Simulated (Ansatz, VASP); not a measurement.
**One calculation of BAs, two programs**

Contents of INCAR:

```
PREC     = Accurate       # precision mode
ENCUT    = 500            # plane-wave cutoff, eV
EDIFF    = 1E-6           # SCF threshold, eV
ISMEAR   = 0              # smearing method
SIGMA    = 0.02           # smearing width, eV
LREAL    = False          # projectors in reciprocal space
LASPH    = True           # aspherical terms in the spheres
NELM     = 120            # most SCF steps
ALGO     = Normal         # electronic algorithm
ISIF     = 2              # what is computed and relaxed
LWAVE    = False          # write WAVECAR
LCHARG   = True           # write CHGCAR
GGA      = PS             # functional
LELF     = True           # ELF
LVHAR    = True         
NBANDS   = 11             # bands
GGA_COMPAT= False
```

Contents of KPOINTS:

```
regular mesh
0
Gamma
  4 4 4
```

Contents of POSCAR:

```
BAs
1.0
    0.0000000000      2.3838665776      2.3838665776
    2.3838665776      0.0000000000      2.3838665776
    2.3838665776      2.3838665776      0.0000000000
B As
1 1
Direct
    0.0000000000      0.0000000000      0.0000000000
    0.2500000000      0.2500000000      0.2500000000
```

Input for Ansatz:

```yaml
crystal:
  lattice:
    - [0.0, 2.3838665776, 2.3838665776]
    - [2.3838665776, 0.0, 2.3838665776]
    - [2.3838665776, 2.3838665776, 0.0]
  atoms:
    - { symbol: B, position: [0.0, 0.0, 0.0] }
    - { symbol: As, position: [0.25, 0.25, 0.25] }
basis:
  ecutwfc: 420
kpoints:
  mp_grid: { grid: [4, 4, 4] }
hamiltonian:
  xc: pbesol
  pseudopotentials: { kind: paw, azcp: { folder: soft_1 } }
scf:
  occupations: { method: gaussian, width: 0.02 }
output:
  forces: true
  stress: true
  eigenvalues: true
```

Alike in both runs: task single point; functional PBEsol; k mesh 4 × 4 × 4; occupations gaussian, width 0.02 eV; no spin polarisation.

|  | VASP | Ansatz |
| --- | --- | --- |
| version | VASP 6.6.1 | Ansatz 0.2.0 |
| potentials or method | VASP PAW PBE potentials, release 64 (B, As), cutoff 500 eV | scalar-relativistic, plane waves, PAW |
| valence electrons in the cell | 8 | 18 |

```tsv
	VASP	Ansatz	Ansatz less VASP
gap on the k mesh at the Fermi level (eV)	1.29	1.29	+0.009
least direct gap on the mesh (eV)	3.23	3.23	+0.003
pressure (GPa)	1.5	0.6	-0.90
```

VASP's potentials were made for PBE, not for PBEsol, and Ansatz warns of the same on its side. VASP's potentials hold 8 valence electrons a cell and Ansatz's 18, so a difference there can come from the potentials and not from the codes.

The k mesh is coarse, so the values compare programs but aren't converged.
